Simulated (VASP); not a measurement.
C: single point with PBE

The system is C.

```
C
1.0
     1.22803    0.70900    3.34701
    -1.22803    0.70900    3.34701
     0.00000   -1.41801    3.34701
C
2
Direct
  0.77552 0.86552 0.86552
  0.22448 0.13448 0.13448
```

This cell differs from its parent crystal: shortest bond scaled by 0.82.

```json
{
  "Program": "VASP 6.6.1",
  "Task": "single point",
  "Functional": "PBE",
  "Potentials or basis": "VASP PAW PBE potentials, release 64 (C)",
  "Cutoff": "520 eV",
  "k mesh": "14 × 14 × 14",
  "Occupations": "fermi-dirac, width 0.05 eV",
  "Spin": "no spin polarisation"
}
```

| Item | Value |
| --- | --- |
| Pressure | 44.0 GPa |
| Largest force | 19.915 eV/Å |
| Band gap on the k mesh | zero (bands 4 and 5 overlap by 1.91 eV) |

Forces in eV/Å, atoms in the order of the input:
```
C    17.245   9.957  -0.246
C   -17.245  -9.957   0.246
```

Stress tensor (GPa, compression positive):
```
94.25 51.31  7.39
51.31 35.01  4.27
 7.39  4.27  2.87
```

Levels at points of the mesh, in eV from the Fermi level:
```tsv
k point	band 1	band 2	band 3	band 4	band 5	band 6	band 7	band 8	band 9
(0.00, 0.00, 0.00)	-20.07	-7.09	-6.41	0.87	3.38	4.08	10.36	11.94	15.26
(0.50, 0.00, 0.00)	-15.76	-13.42	-5.51	-1.30	-0.01	8.27	10.94	12.34	17.98
(0.00, 0.50, 0.00)	-15.61	-12.57	-6.68	-3.44	3.40	5.08	12.00	12.52	17.28
(0.50, 0.50, 0.00)	-15.52	-12.47	-6.69	-4.12	2.76	4.81	12.78	14.94	17.08
(0.00, 0.50, 0.50)	-15.69	-13.30	-5.57	-1.71	-1.04	7.88	13.20	14.01	18.08
(0.50, 0.50, 0.50)	-19.77	-8.99	-6.38	0.84	3.35	9.87	10.33	12.05	15.10
```

Run time: 5.9 min on 1 thread of AMD EPYC 7R13 (shared host), peak memory 0.21 GiB.

Caveat: the cell differs from its parent crystal (shortest bond scaled by 0.82); the cell stands under pressure; this functional lacks dispersion, which binds the layers, so the pressure and a relaxed spacing across them are unreliable; forces of over 1 eV/Å act on the atoms, so gaps and moduli don't describe the material at rest.
